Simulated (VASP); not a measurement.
# CuO (Cccm) in VASP: single point with PBE+U

Aim: the single point of CuO with PBE+U.

All numbers are computed with VASP 6.6.1; they aren't measurements. Logs are shortened: lines on timing, memory, paths and dates and some standing lists are left out, and cuts for length are marked.

### Step 1. The cell of the first run

Symmetry: Cccm, No. 66, orthorhombic system. Conventional cell: a = 3.982 Å, b = 4.307 Å, c = 5.156 Å, α = 90.00°, β = 90.00°, γ = 90.00°. Within 2.6 Å of Cu (site symmetry 2/m) lie 4 O at 1.95 Å. Within 2.6 Å of O (site symmetry 222) lie 4 Cu at 1.95 Å and 2 O at 2.58 Å.

### Step 2. Single point, PBE+U

The input, INCAR:

```
SYSTEM = CuO
PREC = Accurate
ENCUT = 520
EDIFF = 1E-6
ISMEAR = 0
SIGMA = 0.05
LREAL = .False.
LASPH = .True.
NELM = 150
ALGO = Normal
ISIF = 2
LWAVE = .False.
LCHARG = .True.
LMAXMIX = 4
LDAU = .True.
LDAUTYPE = 2
LDAUL = 2 -1
LDAUU = 4 0
LDAUJ = 0 0
LDAUPRINT = 1
GGA = PE
LELF = .True.
LVHAR = .True.
NBANDS = 25
```

The input, KPOINTS:

```
Automatic mesh
0
Gamma
  14 14 8
  0 0 0
```

The input, POSCAR:

```
CuO
1.0
    1.9909680000     -2.1535500000      0.0000000000
    1.9909680000      2.1535500000      0.0000000000
    0.0000000000      0.0000000000      5.1559280000
Cu O
2 2
Direct
    0.0000000000      0.5000000000      0.0000000000
    0.5000000000      0.0000000000      0.5000000000
    0.5000000000      0.5000000000      0.2500000000
    0.5000000000      0.5000000000      0.7500000000
```

Potentials or basis: VASP PAW PBE potentials, release 64 (Cu, O).

The run is started by

```sh
$ cat potpaw_PBE.64/Cu/POTCAR potpaw_PBE.64/O/POTCAR > POTCAR
$ mpirun -np 1 vasp_std > vasp.out
```

OUTCAR:

```text
SYSTEM = CuO
   PREC = Accurate
   ENCUT = 520
   EDIFF = 1E-6
   ISMEAR = 0
   LREAL = .False.
   LASPH = .True.
   NELM = 150
   ISIF = 2
   GGA = PE

 ion  position               nearest neighbor table
   1  0.000  0.500  0.000-   3 1.95   4 1.95   3 1.95   4 1.95
   2  0.500  0.000  0.500-   3 1.95   4 1.95   3 1.95   4 1.95
   3  0.500  0.500  0.250-   1 1.95   2 1.95   2 1.95   1 1.95
   4  0.500  0.500  0.750-   1 1.95   2 1.95   2 1.95   1 1.95

  LATTYP: Found a base centered orthorhombic cell.
 ALAT       =     3.9819360000
 B/A-ratio  =     1.0816597755
 C/A-ratio  =     1.2948294498

  Lattice vectors:

 A1 = (   1.9909680000,  -2.1535500000,   0.0000000000)
 A2 = (   1.9909680000,   2.1535500000,   0.0000000000)
 A3 = (   0.0000000000,   0.0000000000,   5.1559280000)

Analysis of symmetry for initial positions (statically):
=====================================================================
 Subroutine PRICEL returns:
 Original cell was already a primitive cell.

 Routine SETGRP: Setting up the symmetry group for a
 base centered orthorhombic supercell.

 Subroutine GETGRP returns: Found  8 space group operations
 (whereof  4 operations were pure point group operations)
 out of a pool of  8 trial point group operations.

The static configuration has the point symmetry C_2h.
 The point group associated with its full space group is D_2h.

Analysis of symmetry for dynamics (positions and initial velocities):
=====================================================================
 Subroutine PRICEL returns:
 Original cell was already a primitive cell.

 Routine SETGRP: Setting up the symmetry group for a
 base centered orthorhombic supercell.

 Subroutine GETGRP returns: Found  8 space group operations
 (whereof  4 operations were pure point group operations)
 out of a pool of  8 trial point group operations.

The dynamic configuration has the point symmetry C_2h.
 The point group associated with its full space group is D_2h.

 Subroutine INISYM returns: Found  8 space group operations
 (whereof  4 operations are pure point group operations),
 and found     1 'primitive' translations

----------------------------------------------------------------------------------------

                                     Primitive cell

  volume of cell :      44.2136

  direct lattice vectors                    reciprocal lattice vectors
     1.990968000 -2.153550000  0.000000000     0.251134122 -0.232174781  0.000000000
     1.990968000  2.153550000  0.000000000     0.251134122  0.232174781  0.000000000
     0.000000000  0.000000000  5.155928000     0.000000000  0.000000000  0.193951506

  length of vectors
     2.932870809  2.932870809  5.155928000     0.342013854  0.342013854  0.193951506

  position of ions in fractional coordinates (direct lattice)
     0.000000000  0.500000000  0.000000000
     0.500000000  0.000000000  0.500000000
     0.500000000  0.500000000  0.250000000
     0.500000000  0.500000000  0.750000000

  ion indices of the primitive-cell ions
   primitive index   ion index
                 1           1
                 2           2
                 3           3
                 4           4

----------------------------------------------------------------------------------------

 KPOINTS: Automatic mesh

Automatic generation of k-mesh.
 Grid dimensions read from file:
 generate k-points for:   14   14    8

 Generating k-lattice:

[... 94 lines left out ...]
   LEPSILON=     F    determine dielectric tensor
   LRPA    =     F    only Hartree local field effects (RPA)
 non-spin polarized calculation
 Gauss-broadening in eV      SIGMA  =   0.05
  energy-cutoff  :      520.00
  volume of cell :       44.21
 maximum number of plane-waves:      1215
 NGX is ok and might be reduce to    24
   NGX = 11   NGY = 11   NGZ = 19

atom =   1  type =  1  l = 2

 onsite density matrix

spin component  1

  0.9446  0.0000  0.0148  0.0000 -0.0004
  0.0000  0.8710  0.0000  0.0853  0.0000
  0.0148  0.0000  0.9678  0.0000  0.0004
  0.0000  0.0853  0.0000  0.8837  0.0000
 -0.0004  0.0000  0.0004  0.0000  0.9628

spin component  2

  0.9446  0.0000  0.0148  0.0000 -0.0004
  0.0000  0.8710  0.0000  0.0853  0.0000
  0.0148  0.0000  0.9678  0.0000  0.0004
  0.0000  0.0853  0.0000  0.8837  0.0000
 -0.0004  0.0000  0.0004  0.0000  0.9628

 occupancies and eigenvectors

  o =  0.7918  v =  0.0000 -0.7330 -0.0000  0.6803  0.0000  0.0000  0.0000  0.0000  0.0000  0.0000      0.0000  0.0000  0.0000  0.0000  0.0000  0.0000  0.0000  0.0000  0.0000  0.0000
  o =  0.7918  v =  0.0000  0.0000  0.0000  0.0000  0.0000  0.0000 -0.7330 -0.0000  0.6803  0.0000      0.0000  0.0000  0.0000  0.0000  0.0000  0.0000  0.0000  0.0000  0.0000  0.0000
  o =  0.9374  v =  0.8994 -0.0000 -0.4366 -0.0000  0.0193  0.0000  0.0000  0.0000  0.0000  0.0000      0.0000  0.0000  0.0000  0.0000  0.0000  0.0000  0.0000  0.0000  0.0000  0.0000
  o =  0.9374  v =  0.0000  0.0000  0.0000  0.0000  0.0000  0.8994 -0.0000 -0.4366 -0.0000  0.0193      0.0000  0.0000  0.0000  0.0000  0.0000  0.0000  0.0000  0.0000  0.0000  0.0000
  o =  0.9628  v =  0.0248  0.0000  0.0067  0.0000 -0.9997  0.0000  0.0000  0.0000  0.0000  0.0000      0.0000  0.0000  0.0000  0.0000  0.0000  0.0000  0.0000  0.0000  0.0000  0.0000
  o =  0.9628  v =  0.0000  0.0000  0.0000  0.0000  0.0000  0.0248  0.0000  0.0067  0.0000 -0.9997      0.0000  0.0000  0.0000  0.0000  0.0000  0.0000  0.0000  0.0000  0.0000  0.0000
  o =  0.9629  v = -0.0000  0.6803  0.0000  0.7330  0.0000  0.0000  0.0000  0.0000  0.0000  0.0000      0.0000  0.0000  0.0000  0.0000  0.0000  0.0000  0.0000  0.0000  0.0000  0.0000
  o =  0.9629  v =  0.0000  0.0000  0.0000  0.0000  0.0000 -0.0000  0.6803  0.0000  0.7330  0.0000      0.0000  0.0000  0.0000  0.0000  0.0000  0.0000  0.0000  0.0000  0.0000  0.0000
  o =  0.9750  v =  0.0000  0.0000  0.0000  0.0000  0.0000 -0.4364  0.0000 -0.8996  0.0000 -0.0169      0.0000  0.0000  0.0000  0.0000  0.0000  0.0000  0.0000  0.0000  0.0000  0.0000
  o =  0.9750  v = -0.4364  0.0000 -0.8996  0.0000 -0.0169  0.0000  0.0000  0.0000  0.0000  0.0000      0.0000  0.0000  0.0000  0.0000  0.0000  0.0000  0.0000  0.0000  0.0000  0.0000

atom =   2  type =  1  l = 2

 onsite density matrix

spin component  1

  0.9446  0.0000 -0.0148  0.0000  0.0004
  0.0000  0.8710  0.0000 -0.0853  0.0000
 -0.0148  0.0000  0.9678  0.0000  0.0004
  0.0000 -0.0853  0.0000  0.8837  0.0000
  0.0004  0.0000  0.0004  0.0000  0.9628

spin component  2

  0.9446  0.0000 -0.0148  0.0000  0.0004
  0.0000  0.8710  0.0000 -0.0853  0.0000
 -0.0148  0.0000  0.9678  0.0000  0.0004
  0.0000 -0.0853  0.0000  0.8837  0.0000
  0.0004  0.0000  0.0004  0.0000  0.9628

 occupancies and eigenvectors

  o =  0.7918  v = -0.0000  0.7330 -0.0000  0.6803  0.0000  0.0000  0.0000  0.0000  0.0000  0.0000      0.0000  0.0000  0.0000  0.0000  0.0000  0.0000  0.0000  0.0000  0.0000  0.0000
  o =  0.7918  v =  0.0000  0.0000  0.0000  0.0000  0.0000 -0.0000  0.7330 -0.0000  0.6803  0.0000      0.0000  0.0000  0.0000  0.0000  0.0000  0.0000  0.0000  0.0000  0.0000  0.0000
  o =  0.9374  v =  0.8994 -0.0000  0.4366  0.0000 -0.0193  0.0000  0.0000  0.0000  0.0000  0.0000      0.0000  0.0000  0.0000  0.0000  0.0000  0.0000  0.0000  0.0000  0.0000  0.0000
  o =  0.9374  v =  0.0000  0.0000  0.0000  0.0000  0.0000  0.8994 -0.0000  0.4366  0.0000 -0.0193      0.0000  0.0000  0.0000  0.0000  0.0000  0.0000  0.0000  0.0000  0.0000  0.0000
  o =  0.9628  v = -0.0248 -0.0000  0.0067  0.0000 -0.9997  0.0000  0.0000  0.0000  0.0000  0.0000      0.0000  0.0000  0.0000  0.0000  0.0000  0.0000  0.0000  0.0000  0.0000  0.0000
  o =  0.9628  v =  0.0000  0.0000  0.0000  0.0000  0.0000 -0.0248 -0.0000  0.0067  0.0000 -0.9997      0.0000  0.0000  0.0000  0.0000  0.0000  0.0000  0.0000  0.0000  0.0000  0.0000
  o =  0.9629  v =  0.0000 -0.6803 -0.0000  0.7330  0.0000  0.0000  0.0000  0.0000  0.0000  0.0000      0.0000  0.0000  0.0000  0.0000  0.0000  0.0000  0.0000  0.0000  0.0000  0.0000
  o =  0.9629  v =  0.0000  0.0000  0.0000  0.0000  0.0000  0.0000 -0.6803 -0.0000  0.7330  0.0000      0.0000  0.0000  0.0000  0.0000  0.0000  0.0000  0.0000  0.0000  0.0000  0.0000
  o =  0.9750  v =  0.0000  0.0000  0.0000  0.0000  0.0000 -0.4364  0.0000  0.8996 -0.0000  0.0169      0.0000  0.0000  0.0000  0.0000  0.0000  0.0000  0.0000  0.0000  0.0000  0.0000
  o =  0.9750  v = -0.4364  0.0000  0.8996 -0.0000  0.0169  0.0000  0.0000  0.0000  0.0000  0.0000      0.0000  0.0000  0.0000  0.0000  0.0000  0.0000  0.0000  0.0000  0.0000  0.0000

 number of electron      33.9999999 magnetization

 Free energy of the ion-electron system (eV)
  ---------------------------------------------------
  ext. energy  EPLUGINS =         0.00000000
  ---------------------------------------------------
  free energy    TOTEN  =       -16.97241426 eV

  energy without entropy =      -16.96912359  energy(sigma->0) =      -16.97076893

 E-fermi :   4.5636     XC(G=0): -11.2711

 val. band max:        4.5588756263   @ k =  -0.0714   0.0714   0.5000
 cond. band min:       4.5639522112   @ k =   0.2857   0.0714   0.0000
 fundamental gap:      0.0050765849
 Fermi energy:         4.5635684515

 k-point     1 :       0.0000    0.0000    0.0000
  band No.  band energies     occupation
      1     -14.9928      2.00000
      2     -13.6842      2.00000
      3      -3.4775      2.00000
      4      -1.0125      2.00000
      5      -0.8565      2.00000
      6       0.2661      2.00000
[... 661 lines left out ...]
     24      17.5571      0.00000
     25      19.4843      0.00000

 [... further k-points ...]

------------------------ aborting loop because EDIFF is reached ----------------------------------------

  FORCE on cell =-STRESS in cart. coord.  units (eV):
  Direction    XX          YY          ZZ          XY          YZ          ZX
  --------------------------------------------------------------------------------------
  -------------------------------------------------------------------------------------
  Total        0.1124246     -0.0810347     -0.0453612     -0.0000000      0.0000000      0.0000000
  in kB        4.0739502     -2.9364692     -1.6437627     -0.0000000      0.0000000      0.0000000
  external PRESSURE =      -0.1687606 kB  Pullay stress =       0.0000000 kB

 VOLUME and BASIS-vectors are now :
 -----------------------------------------------------------------------------
  energy-cutoff  :      520.00
  volume of cell :       44.21
      direct lattice vectors                 reciprocal lattice vectors
     1.990968000 -2.153550000  0.000000000     0.251134122 -0.232174781  0.000000000
     1.990968000  2.153550000  0.000000000     0.251134122  0.232174781  0.000000000
     0.000000000  0.000000000  5.155928000     0.000000000  0.000000000  0.193951506

 POSITION                                       TOTAL-FORCE (eV/Angst)
 -----------------------------------------------------------------------------------
      0.99548      1.07678      0.00000        -0.000000      0.000000      0.000000
      0.99548     -1.07678      2.57796         0.000000     -0.000000      0.000000
      1.99097      0.00000      1.28898        -0.000000      0.000000     -0.000000
      1.99097      0.00000      3.86695        -0.000000     -0.000000     -0.000000
 -----------------------------------------------------------------------------------
    total drift:                                0.000000     -0.000000     -0.000000

  FREE ENERGIE OF THE ION-ELECTRON SYSTEM (eV)
  ---------------------------------------------------
  free  energy   TOTEN  =       -16.9724142650 eV

  energy  without entropy=      -16.9691235899  energy(sigma->0) =      -16.97076893
```

It took 5.4 min on 1 thread of Intel Xeon Platinum 8259CL at 2.50GHz (Skylake/Cascade Lake), shared host; peak memory 0.36 GiB.

Results:

```
Free energy            : -16.9724 eV
Pressure               : 0.0 GPa
Band gap on the k mesh : zero (bands 17 and 18 overlap by 1.12 eV)
```

Eigenvalues of the final occupation matrices:
```csv
site,spin,trace,eigenvalues
site 1 d,1,4.63,0.79 0.94 0.96 0.96 0.98
site 1 d,2,4.63,0.79 0.94 0.96 0.96 0.98
site 2 d,1,4.63,0.79 0.94 0.96 0.96 0.98
site 2 d,2,4.63,0.79 0.94 0.96 0.96 0.98
```

Caveat: U without spin polarisation on a metal has little footing.
